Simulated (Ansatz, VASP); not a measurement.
**One calculation of H3CCl, two programs**

```
C Cl H
1.0
     9.02872    0.00000    0.00000
     0.00000    9.02872    0.00000
     0.00000    0.00000    9.02872
C Cl H
8 8 24
Direct
  0.20233 0.19840 0.10505
  0.47069 0.93298 0.85925
  0.22041 0.74910 0.87742
  0.58749 0.38883 0.76161
  0.69313 0.81750 0.54360
  0.77776 0.30596 0.47303
  0.54785 0.55187 0.26969
  0.00533 0.89351 0.14020
  0.11664 0.28762 0.25818
  0.35914 0.09109 0.82310
  0.08522 0.61035 0.91238
  0.50382 0.47750 0.91617
  0.50208 0.79988 0.49953
  0.90075 0.25775 0.61898
  0.59824 0.71233 0.16739
  0.96273 0.75883 0.27730
  0.12281 0.19061 0.01483
  0.29779 0.26330 0.07040
  0.23745 0.08813 0.13871
  0.44900 0.84972 0.77486
  0.58671 0.96548 0.85627
  0.44281 0.88955 0.96816
  0.19090 0.84871 0.93852
  0.32805 0.70883 0.91370
  0.22281 0.77242 0.75920
  0.66010 0.46738 0.70608
  0.65117 0.29423 0.80058
  0.50104 0.35208 0.68612
  0.70385 0.84684 0.66000
  0.74800 0.71232 0.52235
  0.74134 0.90383 0.47470
  0.80101 0.23609 0.37764
  0.66440 0.28871 0.51015
  0.79460 0.42181 0.44439
  0.50566 0.46859 0.19347
  0.64521 0.50984 0.32694
  0.46265 0.58161 0.34957
  0.93322 0.98888 0.15535
  0.12058 0.92659 0.15238
  0.98756 0.84528 0.03119
```

Alike in both runs: task relaxation of the atoms; functional PBE; dispersion D3(BJ); k mesh 1 × 1 × 1; occupations fermi-dirac, width 0.02 eV; no spin polarisation.

|  | VASP | Ansatz |
| --- | --- | --- |
| version | VASP 6.6.1 | Ansatz 0.2.0 |
| potentials or method | VASP PAW PBE potentials, release 64 (C, Cl, H), cutoff 520 eV | scalar-relativistic, plane waves, PAW |
| valence electrons in the cell | 112 | 112 |

```csv
,VASP,Ansatz,Ansatz less VASP
"gap on the k mesh at the Fermi level, each at its own relaxed structure (eV)",5.33,5.30,-0.039
```

Ansatz's warnings: xc potential rough in thin density.
